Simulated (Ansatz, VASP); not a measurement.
Lu in VASP and in Ansatz

```
Lu
1.0
     3.45683    0.00000    0.00000
    -1.72842    2.99371    0.00000
     0.00000    0.00000   11.10672
Lu
4
Direct
  0.00000 0.00000 0.00000
  0.00000 0.00000 0.50000
  0.33333 0.66667 0.25000
  0.66667 0.33333 0.75000
```

Alike in both runs: task single point; functional LDA; k mesh 12 × 12 × 4; occupations fermi-dirac, width 0.1 eV; no spin polarisation.

|  | VASP | Ansatz |
| --- | --- | --- |
| version | VASP 6.6.1 | Ansatz 0.2.0 |
| potentials or method | VASP PAW PBE potentials, release 64 (Lu), cutoff 520 eV | plane waves (420 eV) with PAW, scalar-relativistic |
| valence electrons in the cell | 100 | 100 |

```csv
,VASP,Ansatz,Ansatz less VASP
pressure (GPa),-4.7,-4.8,-0.10
"traceless stress, the component that is largest in VASP (GPa)",-0.07,-0.08,-0.014
```

VASP's potentials were made for PBE, not for LDA, and Ansatz warns of the same on its side. LDA's correlation is that of Perdew and Zunger in VASP and of Perdew and Wang (1992) in Ansatz.

Spin-orbit coupling is off throughout.
